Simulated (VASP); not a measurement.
**InSb (rocksalt type): single point with PBE**

InSb (rocksalt type):

```
In Sb
1.0
     0.00000    2.85459    2.85459
     2.85459    0.00000    2.85459
     2.85459    2.85459    0.00000
In Sb
1 1
Cartesian
  0.0000 0.0000 0.0000
  2.8546 2.8546 2.8546
```

```yaml
Program: VASP 6.6.1
Task: single point
Functional: PBE
Potentials_or_basis: VASP PAW PBE potentials, release 64 (In_d, Sb)
Cutoff: 520 eV
k_mesh: 11 × 11 × 11
Occupations: fermi-dirac, width 0.05 eV
Spin: no spin polarisation
Dipole_correction: no
Further_INCAR_settings: ALGO = Normal; EDIFF = 1e-07; NBANDS = 16
```

```
Pressure               : 18.3 GPa
Band gap on the k mesh : zero (bands 9 and 10 overlap by 3.59 eV)
```

Levels at points of the mesh, in eV from the Fermi level:
```
           k point  band 7  band 8  band 9  band 10  band 11  band 12
(0.00, 0.00, 0.00)   -0.12   -0.12   -0.12     1.33     6.30     6.30
```

Run time: 60 s on 1 thread of Intel Xeon 8259CL (shared host), peak memory 0.19 GiB.

Caveat: the cell stands under pressure; spin-orbit coupling is left out, which moves the levels of the heavy elements.
